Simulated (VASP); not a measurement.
# Al12N in VASP: a series of runs

The runs below take Al12N through single point, with LDA.

Everything below comes from runs of VASP 6.6.1. Logs are shortened: lines on timing, memory, paths and dates and some standing lists are left out, and cuts for length are marked.

### 1 The cell of the first run

The cell holds a slab with vacuum, 13 atoms: a = 5.634 Å, b = 5.634 Å, c = 20.032 Å, α = 90.00°, β = 90.00°, γ = 120.00°.

### 2 Single point, LDA

Contents of INCAR:

```
SYSTEM = Al12N
  PREC = Accurate
  ENCUT = 520
  EDIFF = 1E-6
  ISMEAR = 0
  SIGMA = 0.1
  LREAL = .FALSE.
  LASPH = .TRUE.
  NELM = 100
  ALGO = Normal
  ISIF = 2
  LWAVE = .FALSE.
  LCHARG = .TRUE.
  LDIPOL = .TRUE.
  IDIPOL = 3
  DIPOL = 0.5 0.5 0.326
  GGA = CA
  LELF = .TRUE.
  LVHAR = .TRUE.
  LVACPOTAV = .TRUE.
  NBANDS = 32
```

Contents of KPOINTS:

```
regular mesh
0
G
  6 6 1
  0 0 0
```

Contents of POSCAR:

```
Al12N
1.0
    5.6336864727      0.0000000000      0.0000000000
   -2.8168432363      4.8789156023      0.0000000000
    0.0000000000      0.0000000000     20.0321727095
Al N
12 1
Direct
    0.3333333333      0.1666666667      0.1996787896
    0.3333333333      0.6666666667      0.1996787896
    0.8333333333      0.1666666667      0.1996787896
    0.8333333333      0.6666666667      0.1996787896
    0.1666666667      0.3333333333      0.3128097176
    0.1666666667      0.8333333333      0.3128097176
    0.6666666667      0.3333333333      0.3128097176
    0.6666666667      0.8333333333      0.3128097176
    0.0000000000      0.0000000000      0.4259234799
    0.0000000000      0.5000000000      0.4259234799
    0.5000000000      0.0000000000      0.4259234799
    0.5000000000      0.5000000000      0.4259234799
    0.0833333333      0.3333333333      0.4814697546
```

Potentials or basis: VASP PAW LDA potentials, release 64 (Al, N).

The run is started by

```
cat potpaw_LDA.64/Al/POTCAR potpaw_LDA.64/N/POTCAR > POTCAR
mpirun -np 1 vasp_std > vasp.out
```

OUTCAR:

```text
SYSTEM = Al12N
   PREC = Accurate
   ENCUT = 520
   EDIFF = 1E-6
   ISMEAR = 0
   LREAL = .FALSE.
   LASPH = .TRUE.
   NELM = 100
   ISIF = 2
   GGA = CA

 ion  position               nearest neighbor table
   1  0.333  0.167  0.200-   5 2.79   6 2.79   7 2.79   2 2.82   2 2.82   3 2.82   3 2.82   4 2.82
                             4 2.82
   2  0.333  0.667  0.200-   6 2.79   5 2.79   8 2.79   1 2.82   1 2.82   4 2.82   4 2.82   3 2.82
                             3 2.82
   3  0.833  0.167  0.200-   7 2.79   8 2.79   5 2.79   4 2.82   4 2.82   1 2.82   1 2.82   2 2.82
                             2 2.82
   4  0.833  0.667  0.200-   8 2.79   7 2.79   6 2.79   3 2.82   3 2.82   2 2.82   2 2.82   1 2.82
                             1 2.82
   5  0.167  0.333  0.313-   9 2.79  12 2.79  10 2.79   1 2.79   2 2.79   3 2.79   6 2.82   6 2.82
                             7 2.82   7 2.82   8 2.82   8 2.82
   6  0.167  0.833  0.313-  10 2.79  11 2.79   9 2.79   2 2.79   1 2.79   4 2.79   5 2.82   5 2.82
                             8 2.82   8 2.82   7 2.82   7 2.82
   7  0.667  0.333  0.313-  11 2.79  10 2.79  12 2.79   3 2.79   4 2.79   1 2.79   8 2.82   8 2.82
                             5 2.82   5 2.82   6 2.82   6 2.82
   8  0.667  0.833  0.313-  12 2.79   9 2.79  11 2.79   4 2.79   3 2.79   2 2.79   7 2.82   7 2.82
                             6 2.82   6 2.82   5 2.82   5 2.82
   9  0.000  0.000  0.426-  13 2.03   5 2.79   8 2.79   6 2.79  10 2.82  10 2.82  11 2.82  11 2.82
                            12 2.82  12 2.82
  10  0.000  0.500  0.426-  13 1.67   6 2.79   7 2.79   5 2.79   9 2.82   9 2.82  12 2.82  12 2.82
                            11 2.82  11 2.82
  11  0.500  0.000  0.426-   7 2.79   6 2.79   8 2.79  12 2.82  12 2.82   9 2.82   9 2.82  10 2.82
                            10 2.82
  12  0.500  0.500  0.426-  13 2.33   8 2.79   5 2.79   7 2.79  11 2.82  11 2.82  10 2.82  10 2.82
                             9 2.82   9 2.82
  13  0.083  0.333  0.481-  10 1.67   9 2.03  12 2.33

  LATTYP: Found a hexagonal cell.
 ALAT       =     5.6336864727
 C/A-ratio  =     3.5557840868

  Lattice vectors:

 A1 = (   5.6336864727,   0.0000000000,   0.0000000000)
 A2 = (  -2.8168432363,   4.8789156023,   0.0000000000)
 A3 = (   0.0000000000,   0.0000000000,  20.0321727095)

Analysis of symmetry for initial positions (statically):
=====================================================================
 Subroutine PRICEL returns:
 Original cell was already a primitive cell.

 Routine SETGRP: Setting up the symmetry group for a
 hexagonal supercell.

 Subroutine GETGRP returns: Found  1 space group operations
 (whereof  1 operations were pure point group operations)
 out of a pool of 24 trial point group operations.

The static configuration has the point symmetry C_1 .

Analysis of symmetry for dynamics (positions and initial velocities):
=====================================================================
 Subroutine PRICEL returns:
 Original cell was already a primitive cell.

 Routine SETGRP: Setting up the symmetry group for a
 hexagonal supercell.

 Subroutine GETGRP returns: Found  1 space group operations
 (whereof  1 operations were pure point group operations)
 out of a pool of 24 trial point group operations.

The dynamic configuration has the point symmetry C_1 .

 Subroutine INISYM returns: Found  1 space group operations
 (whereof  1 operations are pure point group operations),
 and found     1 'primitive' translations

----------------------------------------------------------------------------------------

                                     Primitive cell

  volume of cell :     550.6099

  direct lattice vectors                    reciprocal lattice vectors
     5.633686473  0.000000000  0.000000000     0.177503666  0.102481789  0.000000000
    -2.816843236  4.878915602  0.000000000     0.000000000  0.204963578  0.000000000
     0.000000000  0.000000000 20.032172709     0.000000000  0.000000000  0.049919697

  length of vectors
     5.633686473  5.633686473 20.032172709     0.204963578  0.204963578  0.049919697

  position of ions in fractional coordinates (direct lattice)
     0.333333333  0.166666667  0.199678790
     0.333333333  0.666666667  0.199678790
     0.833333333  0.166666667  0.199678790
     0.833333333  0.666666667  0.199678790
     0.166666667  0.333333333  0.312809718
     0.166666667  0.833333333  0.312809718
     0.666666667  0.333333333  0.312809718
[... 42 lines left out ...]
     0.000000000  0.000000000  0.000000000

 Subroutine IBZKPT returns following result:
 ===========================================

 Found     20 irreducible k-points:

 Following reciprocal coordinates:
            Coordinates               Weight
  0.000000  0.000000  0.000000      1.000000
  0.166667 -0.000000  0.000000      2.000000
  0.000000  0.166667  0.000000      2.000000
 -0.166667  0.166667  0.000000      2.000000
  0.333333 -0.000000  0.000000      2.000000
  0.000000  0.333333  0.000000      2.000000
[... 12 lines left out ...]
  0.500000 -0.166667  0.000000      2.000000
  0.333333  0.333333  0.000000      2.000000
   k-points           NKPTS =     20   k-points in BZ     NKDIM =     20   number of bands    NBANDS=     32
   number of dos      NEDOS =    301   number of ions     NIONS =     13
   total plane-waves  NPLWV = 264600
   dimension x,y,z NGX =    42 NGY =   42 NGZ =  150
   dimension x,y,z NGXF=    84 NGYF=   84 NGZF=  300
   ions per type =              12   1
   NGX,Y,Z   is equivalent  to a cutoff of  12.39, 12.39, 12.45 a.u.
   NGXF,Y,Z  is equivalent  to a cutoff of  24.79, 24.79, 24.90 a.u.
 SYSTEM =  Al12N
   PREC   = accura    normal or accurate (medium, high low for compatibility)
   ISTART =      0    job   : 0-new  1-cont  2-samecut
   ICHARG =      2    charge: 1-file 2-atom 10-const
   ISPIN  =      1    spin polarized calculation?
   LNONCOLLINEAR =      F non collinear calculations
   LSORBIT =      F    spin-orbit coupling
   LASPH  =      T    aspherical Exc in radial PAW
   ENCUT  =  520.0 eV  38.22 Ry    6.18 a.u.  10.47 10.47 37.25*2*pi/ulx,y,z
   NELM   =    100;   NELMIN=  2; NELMDL= -5     # of ELM steps
   EDIFF  = 0.1E-05   stopping-criterion for ELM
   LREAL  =      F    real-space projection
   EDIFFG = 0.1E-04   stopping-criterion for IOM
   NSW    =      0    number of steps for IOM
   IBRION =     -1    ionic relax: 0-MD 1-quasi-New 2-CG
   NFREE  =      0    steps in history (QN), initial steepest desc. (CG)
   ISIF   =      2    stress and relaxation
   ISYM   =      2    0-nonsym 1-usesym 2-fastsym
   POTIM  = 0.5000    time-step for ionic-motion
   TEBEG  =    0.0;   TEEND  =   0.0 temperature during run
   PSTRESS=    0.0 pullay stress
   NELECT =      41.0000    total number of electrons
   NUPDOWN=      -1.0000    fix difference up-down
   EMIN   =  10.00;   EMAX   =-10.00  energy-range for DOS
   EFERMI =   0.00;   METHOD = LEGACY
   ISMEAR =     0;   SIGMA  =   0.10  broadening in eV -4-tet -1-fermi 0-gaus
   EFERMI_NEDOS =   21; number of points for ismear=-14 and -15
   IALGO  =     38    algorithm
   IMIX   =      4    mixing-type and parameters
     AMIX     =   0.40;   BMIX     =  1.00
     AMIX_MAG =   1.60;   BMIX_MAG =  1.00
  volume/ion in A,a.u.               =      42.35       285.82
  Fermi-wavevector in a.u.,A,eV,Ry     =   0.688739  1.301528  6.454082  0.474362
  Thomas-Fermi vector in A             =   1.769625
   LORBIT       =      0    0 simple, 1 ext, 2 COOP (PROOUT), +10 PAW based schemes
   GGA     = CA    functional components
   LHFCALC =     F    Hartree Fock is set to
   AEXX    =    0.0000 exact exchange contribution
   IVDW    =     0    specifies the selected vdW correction
   LEPSILON=     F    determine dielectric tensor
   LRPA    =     F    only Hartree local field effects (RPA)
 non-spin polarized calculation
 Gauss-broadening in eV      SIGMA  =   0.10
  energy-cutoff  :      520.00
  volume of cell :      550.61
 maximum number of plane-waves:     14919
 NGX is ok and might be reduce to    42
   NGX = 21   NGY = 21   NGZ = 75

 dipolmoment           0.000000      0.000000     -0.184244 electrons x Angstroem

 number of electron      40.9999999 magnetization

 dipolmoment           0.000000      0.000000      0.191232 electrons x Angstroem

 Free energy of the ion-electron system (eV)
  ---------------------------------------------------
  ext. energy  EPLUGINS =         0.00000000
  ---------------------------------------------------
  free energy    TOTEN  =       -55.76765499 eV

  energy without entropy =      -55.74821541  energy(sigma->0) =      -55.75793520

 E-fermi :  -0.1031     XC(G=0):  -4.6415

 val. band max:       -0.1177782528   @ k =   0.5000   0.5000   0.0000
 cond. band min:      -0.0863535896   @ k =   0.5000  -0.0000   0.0000
 fundamental gap:      0.0314246632
 Fermi energy:        -0.1030750233

 k-point     1 :       0.0000    0.0000    0.0000
  band No.  band energies     occupation
      1     -14.1275      2.00000
      2     -10.8731      2.00000
      3      -8.8778      2.00000
      4      -6.0327      2.00000
      5      -5.2742      2.00000
      6      -5.2525      2.00000
[... 689 lines left out ...]
     31       3.0152      0.00000
     32       3.3005      0.00000

------------------------ aborting loop because EDIFF is reached ----------------------------------------

  FORCE on cell =-STRESS in cart. coord.  units (eV):
  Direction    XX          YY          ZZ          XY          YZ          ZX
  --------------------------------------------------------------------------------------
  -------------------------------------------------------------------------------------
  Total       -3.6777675     -4.5085015      3.0635631     -2.2771760     -3.4307659      3.7851063
  in kB      -10.7016518    -13.1189405      8.9144260     -6.6261786     -9.9829208     11.0139888
  external PRESSURE =      -4.9687221 kB  Pullay stress =       0.0000000 kB

 VOLUME and BASIS-vectors are now :
 -----------------------------------------------------------------------------
  energy-cutoff  :      520.00
  volume of cell :      550.61
      direct lattice vectors                 reciprocal lattice vectors
     5.633686473  0.000000000  0.000000000     0.177503666  0.102481789  0.000000000
    -2.816843236  4.878915602  0.000000000     0.000000000  0.204963578  0.000000000
     0.000000000  0.000000000 20.032172709     0.000000000  0.000000000  0.049919697

 POSITION                                       TOTAL-FORCE (eV/Angst)
 -----------------------------------------------------------------------------------
      1.40842      0.81315      4.00000        -0.087181      0.061287     -0.150166
     -0.00000      3.25261      4.00000         0.002568     -0.074449     -0.168925
      4.22526      0.81315      4.00000         0.060852      0.033592     -0.176244
      2.81684      3.25261      4.00000         0.041799      0.006854     -0.254644
      0.00000      1.62631      6.26626         0.109568      0.025058     -0.193963
     -1.40842      4.06576      6.26626         0.007282     -0.052520      0.116200
      2.81684      1.62631      6.26626         0.073621     -0.043621      0.129806
      1.40842      4.06576      6.26626        -0.060430      0.076467      0.139661
      0.00000      0.00000      8.53217        -0.263679      0.792435      1.413962
     -1.40842      2.43946      8.53217        -2.647982      2.305024     -1.884669
      2.81684      0.00000      8.53217        -0.192785      0.104144     -0.080819
      1.40842      2.43946      8.53217        -0.783962     -0.272764      1.008755
     -0.46947      1.62631      9.64489         3.740328     -2.961506      0.101046
 -----------------------------------------------------------------------------------
    total drift:                                0.000228     -0.000078      0.000158

  FREE ENERGIE OF THE ION-ELECTRON SYSTEM (eV)
  ---------------------------------------------------
  free  energy   TOTEN  =       -55.7676549902 eV

  energy  without entropy=      -55.7482154077  energy(sigma->0) =      -55.75793520

 vacuum level on the upper side and lower side of the slab         5.298         4.040
```

Run time: 16 min. Hardware: 1 thread of AMD EPYC 7R13, shared host; peak memory 0.56 GiB.

What came out:

- Free energy: -55.7677 eV
- Largest force: 4.772 eV/Å
- Band gap on the k mesh: zero (an odd number of electrons rules out a gap without spin polarisation)

Forces in eV/Å, atoms in the order of the input:
```
Al  -0.087  0.061 -0.150
Al   0.003 -0.074 -0.169
Al   0.061  0.034 -0.176
Al   0.042  0.007 -0.255
Al   0.110  0.025 -0.194
Al   0.007 -0.053  0.116
Al   0.074 -0.044  0.130
Al  -0.060  0.076  0.140
Al  -0.264  0.792  1.414
Al  -2.648  2.305 -1.885
Al  -0.193  0.104 -0.081
Al  -0.784 -0.273  1.009
N    3.740 -2.962  0.101
```

### 3 Single point, LDA

Contents of INCAR:

```
PREC     = Accurate       # precision mode
ENCUT    = 520            # plane-wave cutoff, eV
EDIFF    = 1E-6           # SCF threshold, eV
ISMEAR   = 0              # smearing method
SIGMA    = 0.1            # smearing width, eV
LREAL    = F              # projectors in reciprocal space
LASPH    = T              # aspherical terms in the spheres
NELM     = 60             # most SCF steps
ALGO     = Normal         # electronic algorithm
ISIF     = 2              # what is computed and relaxed
LWAVE    = F              # write WAVECAR
LCHARG   = T              # write CHGCAR
LDIPOL   = T            
IDIPOL   = 3            
DIPOL    = 0.5 0.5 0.326
LELF     = T              # ELF
LVHAR    = T            
LVACPOTAV= T            
NBANDS   = 32             # bands
```

Contents of KPOINTS:

```
Automatic mesh
0
Gamma
  6 6 1
```

POSCAR: that of step 2 with these lines changed.

```diff
@@ -20,2 +20,2 @@
     0.5000000000      0.5000000000      0.4259234799
-    0.0833333333      0.3333333333      0.4814697546
+    0.2500000000      0.1666666667      0.4811961262
```

Potentials or basis: VASP PAW LDA potentials, release 64 (Al, N).

The run is started by

```
cat potpaw_LDA.64/Al/POTCAR potpaw_LDA.64/N/POTCAR > POTCAR
mpirun -np 1 vasp_std > vasp.out
```

It took 19 min on 1 thread of AMD EPYC 7R13, shared host; peak memory 0.56 GiB.

The run converged. Its results:

| Quantity | Value |
| --- | --- |
| Free energy | -55.9366 eV |
| Largest force | 5.098 eV/Å |
| Band gap on the k mesh | zero (an odd number of electrons rules out a gap without spin polarisation) |

Forces in eV/Å, atoms in the order of the input:
```
Al  -0.048  0.006 -0.169
Al  -0.010 -0.018 -0.121
Al   0.005 -0.021 -0.136
Al  -0.047  0.032 -0.152
Al  -0.100  0.037 -0.057
Al  -0.027 -0.017  0.005
Al  -0.031 -0.015  0.013
Al   0.075  0.003 -0.024
Al  -2.501 -2.243 -1.905
Al  -0.113 -0.042 -0.085
Al  -1.024  0.323  1.059
Al  -0.329 -1.002  1.453
N    4.151  2.958  0.120
```

Levels at points of the mesh, in eV from the Fermi level:
```tsv
k point	band 18	band 19	band 20	band 21	band 22	band 23
(0.00, 0.00, 0.00)	-2.08	-1.79	-1.13	-0.25	-0.17	-0.06
(0.50, 0.00, 0.00)	-0.57	-0.49	-0.26	-0.15	0.43	1.05
(0.00, 0.50, 0.00)	-0.67	-0.44	-0.23	-0.09	0.47	1.05
(0.50, 0.50, 0.00)	-0.68	-0.47	-0.13	-0.01	0.54	1.03
```

The gap in the log of VASP goes by the Fermi energy; the results here count the filled bands.